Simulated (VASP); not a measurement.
**TiO2: relaxation of cell and atoms with r2SCAN**

Crystal: TiO2.

```
Ti O
1.0
     4.59695    0.00000    0.00000
     0.00000    4.59695    0.00000
     0.00000    0.00000    2.95354
Ti O
2 4
Direct
  0.00000 0.00000 0.00000
  0.50000 0.50000 0.50000
  0.30463 0.30463 0.00000
  0.19537 0.80463 0.50000
  0.69537 0.69537 0.00000
  0.80463 0.19537 0.50000
```

- Program: VASP 6.6.1
- Task: relaxation of cell and atoms
- Functional: r2SCAN
- Potentials or basis: VASP PAW PBE potentials, release 64 (Ti_sv, O)
- Cutoff: 600 eV
- k mesh: 4 × 4 × 6
- Occupations: gaussian, width 0.01 eV
- Spin: no spin polarisation
- Target pressure: -2 GPa
- Dipole correction: no
- Further INCAR settings: ALGO = Normal; EDIFF = 1e-07; IBRION = 2; EDIFFG = -0.002; NSW = 100; ISIF = 3

```
Relaxed volume                                             : 10.53 Å³/atom
Relaxed cell                                               : a = 4.617 Å, b = 4.617 Å, c = 2.966 Å, α = 90.00°, β = 90.00°, γ = 90.00°
Space group after relaxing (to 0.1 Å)                      : P4_2/mnm (No. 136)
Energy change on relaxing (the run minimises the enthalpy) : +0.4 meV/atom
Ionic steps                                                : 9
Pressure after relaxing                                    : -2.0 GPa
Band gap on the k mesh                                     : 2.21 eV
```

The path:
```csv
step,energy change (eV),largest force (eV/Å),pressure (GPa),volume (Å³)
1,0.0000,0.0320,1.03,62.41
2,0.0290,0.1368,-5.90,64.21
3,0.0022,0.0410,-1.95,63.15
4,0.0024,0.0425,-2.01,63.17
5,0.0027,0.0093,-2.05,63.21
6,0.0028,0.0003,-2.05,63.22
7,0.0025,0.0022,-1.94,63.19
8,0.0026,0.0018,-1.97,63.20
9,0.0027,0.0014,-1.99,63.21
```

Final structure:
```xyz
6
Lattice="4.6167 0.0000 0.0000 0.0000 4.6167 0.0000 0.0000 0.0000 2.9656" Properties=species:S:1:pos:R:3 pbc="T T T"
Ti    0.0000    0.0000    0.0000
Ti    2.3083    2.3083    1.4828
O     1.4075    1.4075    0.0000
O     0.9008    3.7159    1.4828
O     3.2092    3.2092    0.0000
O     3.7159    0.9008    1.4828
```

Levels at points of the mesh, in eV from the valence-band top:
```tsv
k point	band 21	band 22	band 23	band 24	band 25	band 26	band 27	band 28
(0.00, 0.00, 0.00)	-0.76	-0.48	-0.48	0.00	2.21	2.53	2.76	2.84
(0.50, 0.00, 0.00)	-1.68	-1.68	-0.76	-0.76	2.88	2.88	3.35	3.35
(0.50, 0.50, 0.00)	-1.37	-1.37	-1.11	-1.11	2.24	2.24	2.86	2.86
(0.00, 0.00, 0.50)	-2.34	-2.34	-1.47	-1.47	3.28	3.28	3.53	3.53
(0.50, 0.00, 0.50)	-2.05	-2.05	-1.07	-1.07	2.27	2.27	3.56	3.56
(0.50, 0.50, 0.50)	-1.28	-1.28	-0.72	-0.72	2.92	2.92	3.55	3.55
```

It took 37 min on 1 thread of Oxide Virtual Turin-like Processor (shared host), peak memory 0.2 GiB.

Caveat: the cell is relaxed towards a set pressure, so the run minimises the enthalpy, not the energy; the PAW data sets were made with another functional, which shifts forces and pressure a little. A k mesh can miss the band edges.
